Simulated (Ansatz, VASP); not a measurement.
**CO3: VASP beside Ansatz**

```
O C
1.0
     1.99596    2.74327    0.00000
     1.99596   -2.74327    0.00000
     0.00000    0.00000   -4.97506
O C
6 2
Direct
  0.11770 0.88230 0.03200
  0.88230 0.11770 0.53200
  0.56420 0.43580 0.78320
  0.43580 0.56420 0.28320
  0.24120 0.75880 0.69480
  0.75880 0.24120 0.19480
  0.34150 0.65850 0.92800
  0.65850 0.34150 0.42800
```

Alike in both runs: task single point; functional PBE; k mesh 8 × 8 × 6; occupations fermi-dirac, width 0.0471 eV; no spin polarisation.

```csv
,VASP,Ansatz
version,VASP 6.6.1,Ansatz 0.2.0
potentials or method,"VASP PAW PBE potentials, release 64 (O, C), cutoff 520 eV",PAW plane waves
valence electrons in the cell,44,44
```

```tsv
	VASP	Ansatz	Ansatz less VASP
rms of the force components (eV/Å)	2.008	2.117	+0.1096
```

Atom by atom the forces differ by 0.211 eV/Å (rms over components).
